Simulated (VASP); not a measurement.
# SnO2 (R-3m) in VASP: a series of runs

The runs below take SnO2 through single point, with PBEsol.

Everything below comes from runs of VASP 6.6.1. Logs are shortened: lines on timing, memory, paths and dates and some standing lists are left out, and cuts for length are marked.

## (1) The cell of the first run

Symmetry: R-3m, No. 166, trigonal system. Conventional cell: a = 3.234 Å, b = 3.234 Å, c = 14.402 Å, α = 90.00°, β = 90.00°, γ = 120.00°. Within 2.8 Å of Sn (site symmetry -3m) lie 6 O at 2.13 Å. O (site symmetry 3m) has 3 Sn at 2.13 Å and 3 O at 2.76 Å within 2.8 Å.

## (2) Single point, PBEsol

Contents of INCAR:

```
  PREC = Accurate
  ENCUT = 600
  EDIFF = 1E-6
  ISMEAR = -1
  SIGMA = 0.1
  LREAL = F
  LASPH = T
  NELM = 120
  ALGO = Normal
  ISIF = 2
  LWAVE = F
  LCHARG = F
  GGA = PS
  NBANDS = 20
  GGA_COMPAT = F
```

Contents of KPOINTS:

```
regular mesh
0
Gamma
  8 8 8
```

Contents of POSCAR:

```
SnO2
1.0
    1.6170950000      0.9336302336      4.8005933333
   -1.6170950000      0.9336302336      4.8005933333
    0.0000000000     -1.8672604671      4.8005933333
Sn O
1 2
Direct
    0.5000000000      0.5000000000      0.5000000000
    0.2371733333      0.2371733333      0.2371733333
    0.7628266667      0.7628266667      0.7628266667
```

Potentials or basis: VASP PAW PBE potentials, release 64 (Sn_d, O).

Launch:

```
$ cat potpaw_PBE.64/Sn_d/POTCAR potpaw_PBE.64/O/POTCAR > POTCAR
$ mpirun -np 1 vasp_std > vasp.out
```

OUTCAR:

```text
PREC = Accurate
   ENCUT = 600
   EDIFF = 1E-6
   ISMEAR = -1
   LREAL = F
   LASPH = T
   NELM = 120
   ISIF = 2
   GGA = PS

 ion  position               nearest neighbor table
   1  0.500  0.500  0.500-   2 2.13   2 2.13   3 2.13   3 2.13   2 2.13   3 2.13
   2  0.237  0.237  0.237-   1 2.13   1 2.13   1 2.13
   3  0.763  0.763  0.763-   1 2.13   1 2.13   1 2.13

  LATTYP: Found a trigonal (rhomboedric) cell.
 ALAT       =     5.1509569988
 COS(alpha) =     0.8028824849

  Lattice vectors:

 A1 = (   1.6170950000,   0.9336302336,   4.8005933333)
 A2 = (  -1.6170950000,   0.9336302336,   4.8005933333)
 A3 = (   0.0000000000,  -1.8672604671,   4.8005933333)

Analysis of symmetry for initial positions (statically):
=====================================================================
 Subroutine PRICEL returns:
 Original cell was already a primitive cell.

 Routine SETGRP: Setting up the symmetry group for a
 trigonal (rhombohedral) supercell.

 Subroutine GETGRP returns: Found 12 space group operations
 (whereof 12 operations were pure point group operations)
 out of a pool of 12 trial point group operations.

The static configuration has the point symmetry D_3d.

Analysis of symmetry for dynamics (positions and initial velocities):
=====================================================================
 Subroutine PRICEL returns:
 Original cell was already a primitive cell.

 Routine SETGRP: Setting up the symmetry group for a
 trigonal (rhombohedral) supercell.

 Subroutine GETGRP returns: Found 12 space group operations
 (whereof 12 operations were pure point group operations)
 out of a pool of 12 trial point group operations.

The dynamic configuration has the point symmetry D_3d.

 Subroutine INISYM returns: Found 12 space group operations
 (whereof 12 operations are pure point group operations),
 and found     1 'primitive' translations

----------------------------------------------------------------------------------------

                                     Primitive cell

  volume of cell :      43.4867

  direct lattice vectors                    reciprocal lattice vectors
     1.617095000  0.933630234  4.800593333     0.309196429  0.178514642  0.069435861
    -1.617095000  0.933630234  4.800593333    -0.309196429  0.178514642  0.069435861
     0.000000000 -1.867260467  4.800593333     0.000000000 -0.357029283  0.069435861

  length of vectors
     5.150956999  5.150956999  5.150956999     0.363718639  0.363718639  0.363718639

  position of ions in fractional coordinates (direct lattice)
     0.500000000  0.500000000  0.500000000
     0.237173333  0.237173333  0.237173333
     0.762826667  0.762826667  0.762826667

  ion indices of the primitive-cell ions
   primitive index   ion index
                 1           1
                 2           2
                 3           3

----------------------------------------------------------------------------------------

 KPOINTS: regular mesh

Automatic generation of k-mesh.
 Grid dimensions read from file:
 generate k-points for:    8    8    8

 Generating k-lattice:

  Cartesian coordinates                     Fractional coordinates (reciprocal lattice)
     0.038649554  0.022314330  0.008679483     0.125000000  0.000000000 -0.000000000
    -0.038649554  0.022314330  0.008679483     0.000000000  0.125000000 -0.000000000
     0.000000000 -0.044628660  0.008679483     0.000000000  0.000000000  0.125000000

  Length of vectors
     0.045464830  0.045464830  0.045464830

  Shift w.r.t. Gamma in fractional coordinates (k-lattice)
     0.000000000  0.000000000  0.000000000

 Subroutine IBZKPT returns following result:
 ===========================================

 Found     65 irreducible k-points:

 Following reciprocal coordinates:
            Coordinates               Weight
  0.000000  0.000000  0.000000      1.000000
  0.125000  0.000000 -0.000000      6.000000
  0.250000  0.000000 -0.000000      6.000000
  0.375000  0.000000 -0.000000      6.000000
  0.500000  0.000000 -0.000000      3.000000
  0.125000  0.125000 -0.000000      6.000000
[... 16 lines left out ...]
  0.250000  0.125000  0.125000      6.000000
  0.375000  0.125000  0.125000      6.000000
 [... further k-points ...]
   k-points           NKPTS =     65   k-points in BZ     NKDIM =     65   number of bands    NBANDS=     20
   number of dos      NEDOS =    301   number of ions     NIONS =      3
   total plane-waves  NPLWV =  74088
   dimension x,y,z NGX =    42 NGY =   42 NGZ =   42
   dimension x,y,z NGXF=    84 NGYF=   84 NGZF=   84
   ions per type =               1   2
   NGX,Y,Z   is equivalent  to a cutoff of  13.56, 13.56, 13.56 a.u.
   NGXF,Y,Z  is equivalent  to a cutoff of  27.11, 27.11, 27.11 a.u.
 SYSTEM =  unknown system
   PREC   = accura    normal or accurate (medium, high low for compatibility)
   ISTART =      0    job   : 0-new  1-cont  2-samecut
   ICHARG =      2    charge: 1-file 2-atom 10-const
   ISPIN  =      1    spin polarized calculation?
   LNONCOLLINEAR =      F non collinear calculations
   LSORBIT =      F    spin-orbit coupling
   LASPH  =      T    aspherical Exc in radial PAW
   ENCUT  =  600.0 eV  44.10 Ry    6.64 a.u.  10.29 10.29 10.29*2*pi/ulx,y,z
   NELM   =    120;   NELMIN=  2; NELMDL= -5     # of ELM steps
   EDIFF  = 0.1E-05   stopping-criterion for ELM
   LREAL  =      F    real-space projection
   EDIFFG = 0.1E-04   stopping-criterion for IOM
   NSW    =      0    number of steps for IOM
   IBRION =     -1    ionic relax: 0-MD 1-quasi-New 2-CG
   NFREE  =      0    steps in history (QN), initial steepest desc. (CG)
   ISIF   =      2    stress and relaxation
   ISYM   =      2    0-nonsym 1-usesym 2-fastsym
   POTIM  = 0.5000    time-step for ionic-motion
   TEBEG  =    0.0;   TEEND  =   0.0 temperature during run
   PSTRESS=    0.0 pullay stress
   NELECT =      26.0000    total number of electrons
   NUPDOWN=      -1.0000    fix difference up-down
   EMIN   =  10.00;   EMAX   =-10.00  energy-range for DOS
   EFERMI =   0.00;   METHOD = LEGACY
   ISMEAR =    -1;   SIGMA  =   0.10  broadening in eV -4-tet -1-fermi 0-gaus
   EFERMI_NEDOS =   21; number of points for ismear=-14 and -15
   IALGO  =     38    algorithm
   IMIX   =      4    mixing-type and parameters
     AMIX     =   0.40;   BMIX     =  1.00
     AMIX_MAG =   1.60;   BMIX_MAG =  1.00
  volume/ion in A,a.u.               =      14.50        97.82
  Fermi-wavevector in a.u.,A,eV,Ry     =   1.379157  2.606229 25.879293  1.902074
  Thomas-Fermi vector in A             =   2.504152
   LORBIT       =      0    0 simple, 1 ext, 2 COOP (PROOUT), +10 PAW based schemes
   GGA     = PS    functional components
   LHFCALC =     F    Hartree Fock is set to
   AEXX    =    0.0000 exact exchange contribution
   IVDW    =     0    specifies the selected vdW correction
   LEPSILON=     F    determine dielectric tensor
   LRPA    =     F    only Hartree local field effects (RPA)
 non-spin polarized calculation
  energy-cutoff  :      600.00
  volume of cell :       43.49
 maximum number of plane-waves:      1468
 NGX is ok and might be reduce to    42
   NGX = 21   NGY = 21   NGZ = 21

 number of electron      26.0000002 magnetization

 Free energy of the ion-electron system (eV)
  ---------------------------------------------------
  ext. energy  EPLUGINS =         0.00000000
  ---------------------------------------------------
  free energy    TOTEN  =       -19.30075862 eV

  energy without entropy =      -19.30074822  energy(sigma->0) =      -19.30075342

 E-fermi :   4.3399     XC(G=0): -10.2192

 val. band max:        3.1790455692   @ k =  -0.1250   0.2500   0.1250
 cond. band min:       5.0289551096   @ k =   0.0000   0.0000   0.0000
 fundamental gap:      1.8499095404
 Fermi energy:         4.3398988397

 k-point     1 :       0.0000    0.0000    0.0000
  band No.  band energies     occupation
      1     -16.7302      2.00000
      2     -16.5121      2.00000
      3     -16.5121      2.00000
      4     -16.3280      2.00000
      5     -16.3280      2.00000
      6     -14.6975      2.00000
[... 12 lines left out ...]
     19      20.1559      0.00000
     20      20.1561      0.00000

 k-point     2 :       0.1250    0.0000   -0.0000
  band No.  band energies     occupation
      1     -16.6922      2.00000
      2     -16.6110      2.00000
      3     -16.4810      2.00000
      4     -16.3556      2.00000
      5     -16.3277      2.00000
      6     -14.5862      2.00000
[... 12 lines left out ...]
     19      17.8690      0.00000
     20      20.2535      0.00000

 k-point     3 :       0.2500    0.0000   -0.0000
  band No.  band energies     occupation
      1     -16.9444      2.00000
      2     -16.5145      2.00000
      3     -16.4298      2.00000
      4     -16.3833      2.00000
      5     -16.3013      2.00000
      6     -14.2388      2.00000
[... 12 lines left out ...]
     19      16.3354      0.00000
     20      20.0829      0.00000

 k-point     4 :       0.3750    0.0000   -0.0000
  band No.  band energies     occupation
      1     -17.1965      2.00000
      2     -16.4718      2.00000
      3     -16.4209      2.00000
      4     -16.3344      2.00000
      5     -16.2303      2.00000
      6     -13.7542      2.00000
[... 12 lines left out ...]
     19      15.8106      0.00000
     20      17.8440      0.00000

 k-point     5 :       0.5000    0.0000   -0.0000
  band No.  band energies     occupation
      1     -17.2921      2.00000
      2     -16.4784      2.00000
      3     -16.4235      2.00000
      4     -16.2951      2.00000
      5     -16.1939      2.00000
      6     -13.4931      2.00000
[... 12 lines left out ...]
     19      16.2994      0.00000
     20      16.4954      0.00000
[... 353 lines left out ...]
      6     -13.5220      2.00000
[... 12 lines left out ...]
     19      15.6492      0.00000
     20      19.7228      0.00000

 k-point    22 :       0.1250    0.1250    0.1250
  band No.  band energies     occupation
      1     -16.7303      2.00000
      2     -16.5120      2.00000
      3     -16.5120      2.00000
      4     -16.3280      2.00000
      5     -16.3280      2.00000
      6     -14.6835      2.00000
[... 12 lines left out ...]
     19      20.0620      0.00000
     20      20.1880      0.00000

 k-point    23 :       0.2500    0.1250    0.1250
  band No.  band energies     occupation
      1     -16.6926      2.00000
      2     -16.6115      2.00000
      3     -16.4809      2.00000
      4     -16.3557      2.00000
      5     -16.3277      2.00000
      6     -14.5632      2.00000
[... 12 lines left out ...]
     19      17.8581      0.00000
     20      20.2923      0.00000

 k-point    24 :       0.3750    0.1250    0.1250
  band No.  band energies     occupation
      1     -16.9460      2.00000
      2     -16.5153      2.00000
      3     -16.4298      2.00000
      4     -16.3834      2.00000
      5     -16.3013      2.00000
      6     -14.2095      2.00000
[... 12 lines left out ...]
     19      16.3033      0.00000
     20      19.3556      0.00000

 [... further k-points ...]

------------------------ aborting loop because EDIFF is reached ----------------------------------------

  FORCE on cell =-STRESS in cart. coord.  units (eV):
  Direction    XX          YY          ZZ          XY          YZ          ZX
  --------------------------------------------------------------------------------------
  -------------------------------------------------------------------------------------
  Total       -1.4214091     -1.4214091     -1.0014570      0.0000000     -0.0000000      0.0000000
  in kB      -52.3688517    -52.3688517    -36.8965926      0.0000000     -0.0000000      0.0000000
  external PRESSURE =     -47.2114320 kB  Pullay stress =       0.0000000 kB

 VOLUME and BASIS-vectors are now :
 -----------------------------------------------------------------------------
  energy-cutoff  :      600.00
  volume of cell :       43.49
      direct lattice vectors                 reciprocal lattice vectors
     1.617095000  0.933630234  4.800593333     0.309196429  0.178514642  0.069435861
    -1.617095000  0.933630234  4.800593333    -0.309196429  0.178514642  0.069435861
     0.000000000 -1.867260467  4.800593333     0.000000000 -0.357029283  0.069435861

 POSITION                                       TOTAL-FORCE (eV/Angst)
 -----------------------------------------------------------------------------------
      0.00000      0.00000      7.20089         0.000000      0.000000     -0.000000
      0.00000      0.00000      3.41572         0.000000     -0.000000     -0.348741
      0.00000      0.00000     10.98606         0.000000      0.000000      0.348741
 -----------------------------------------------------------------------------------
    total drift:                                0.000000      0.000000     -0.000000

  FREE ENERGIE OF THE ION-ELECTRON SYSTEM (eV)
  ---------------------------------------------------
  free  energy   TOTEN  =       -19.3007586156 eV

  energy  without entropy=      -19.3007482208  energy(sigma->0) =      -19.30075342
```

It took 2.5 min on 1 thread of Intel Xeon Platinum 8375C at 2.90GHz (Ice Lake), shared host; peak memory 0.28 GiB.

Results:

```
Free energy            : -19.3008 eV
Pressure               : -4.7 GPa
Largest force          : 0.349 eV/Å
Band gap on the k mesh : 1.85 eV (least direct gap 1.97 eV)
```

Forces on the atoms (eV/Å):
```
Sn   0.000  0.000  0.000
O    0.000  0.000 -0.349
O    0.000  0.000  0.349
```

Stress tensor (GPa, compression positive):
```
-5.24  0.00  0.00
 0.00 -5.24  0.00
 0.00  0.00 -3.69
```

Levels at points of the mesh, in eV from the valence-band top:
```csv
k point,band 10,band 11,band 12,band 13,band 14,band 15,band 16,band 17
"(0.00, 0.00, 0.00)",-1.28,-0.90,-0.90,-0.12,1.85,5.57,10.88,10.88
"(0.50, 0.00, 0.00)",-2.97,-1.48,-0.59,-0.56,5.23,7.58,9.93,12.14
"(0.50, 0.50, 0.00)",-3.06,-1.14,-0.46,-0.02,4.96,6.77,10.59,11.15
"(0.50, 0.50, 0.50)",-1.34,-1.27,-0.85,-0.85,3.12,5.52,11.05,11.05
```

Caveat: the cell stands under tension; the PAW data sets were made with another functional, which shifts forces and pressure a little; spin-orbit coupling is left out, which moves the levels of the heavy elements.

## (3) Single point, PBEsol

Contents of INCAR:

```
PREC = Accurate
ENCUT = 600
EDIFF = 1E-6
ISMEAR = -1
SIGMA = 0.1
LREAL = F
LASPH = T
NELM = 120
ALGO = Normal
ISIF = 2
LWAVE = F
LCHARG = T
GGA = PS
LELF = T
LVHAR = T
NBANDS = 20
GGA_COMPAT = F
```

Contents of KPOINTS:

```
regular mesh
0
Gamma
  10 10 10
```

POSCAR is that of step 2.

Potentials or basis: VASP PAW PBE potentials, release 64 (Sn_d, O).

Launch:

```
$ cat potpaw_PBE.64/Sn_d/POTCAR potpaw_PBE.64/O/POTCAR > POTCAR
$ mpirun -np 1 vasp_std > vasp.out
```

It took 4.5 min on 1 thread of Intel Xeon Platinum 8375C at 2.90GHz (Ice Lake), shared host; peak memory 0.32 GiB.

Results (log left out):

| Item | Value |
| --- | --- |
| Free energy | -19.3008 eV |
| Pressure | -4.7 GPa |
| Largest force | 0.349 eV/Å |
| Band gap on the k mesh | 1.85 eV (least direct gap 1.97 eV) |

Forces in eV/Å, atoms in the order of the input:
```
Sn   0.000  0.000  0.000
O    0.000  0.000 -0.349
O    0.000  0.000  0.349
```

Stress tensor (GPa, compression positive):
```
-5.24  0.00  0.00
 0.00 -5.24  0.00
 0.00  0.00 -3.69
```

Levels at points of the mesh, in eV from the valence-band top:
| k point | band 9 | band 10 | band 11 | band 12 | band 13 | band 14 | band 15 | band 16 | band 17 | band 18 |
| --- | --- | --- | --- | --- | --- | --- | --- | --- | --- | --- |
| (0.00, 0.00, 0.00) | -1.28 | -1.28 | -0.90 | -0.90 | -0.12 | 1.85 | 5.57 | 10.87 | 10.87 | 11.55 |
| (0.50, 0.00, 0.00) | -4.18 | -2.97 | -1.48 | -0.60 | -0.56 | 5.23 | 7.58 | 9.92 | 12.14 | 12.53 |
| (0.50, 0.50, 0.00) | -4.41 | -3.06 | -1.15 | -0.46 | -0.02 | 4.96 | 6.77 | 10.58 | 11.15 | 12.41 |
| (0.50, 0.50, 0.50) | -1.35 | -1.35 | -1.28 | -0.85 | -0.85 | 3.11 | 5.52 | 11.05 | 11.05 | 11.97 |

Caveat: the cell stands under tension; the PAW data sets were made with another functional, which shifts forces and pressure a little; spin-orbit coupling is left out, which moves the levels of the heavy elements. A k mesh can miss the band edges.
